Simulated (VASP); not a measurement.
A run of VASP 6.6.1 is set up as follows.

Contents of INCAR:

```
ALGO = Normal
EDIFF = 1E-6
EDIFFG = -0.02
ENCUT = 600
GGA = PE
IBRION = 2
ISIF = 3
ISMEAR = 0
IVDW = 12
LASPH = True
LCHARG = False
LREAL = False
LWAVE = False
NELM = 60
NSW = 70
PREC = Accurate
SIGMA = 0.02
```

Contents of KPOINTS:

```
k-points
0
Gamma
  8 8 8
```

POSCAR

```
CdF2
1.0
    0.0000000000      2.7401552382      2.7401552382
    2.7401552382      0.0000000000      2.7401552382
    2.7401552382      2.7401552382      0.0000000000
Cd F
1 2
Direct
    0.0000000000      0.0000000000      0.0000000000
    0.2500000000      0.2500000000      0.2500000000
    0.7500000000      0.7500000000      0.7500000000
```

Potentials or basis: VASP PAW PBE potentials, release 64 (Cd, F).

Run with:

```console
$ cat potpaw_PBE.64/Cd/POTCAR potpaw_PBE.64/F/POTCAR > POTCAR
$ mpirun -np 1 vasp_std > vasp.out
```

Task: What does it give for the relaxed cell?

Result: a = 3.855 Å, b = 3.855 Å, c = 3.855 Å, α = 60.00°, β = 60.00°, γ = 60.00°.

Task: Predict the dispersion energy per atom.

Result: -0.162 eV.

Step by step:
```csv
step,energy change (eV),largest force (eV/Å),pressure (GPa),volume (Å³)
1,0.0000,0.0000,-1.44,41.15
2,-0.0028,0.0000,0.25,40.42
3,-0.0029,0.0000,0.00,40.52
```
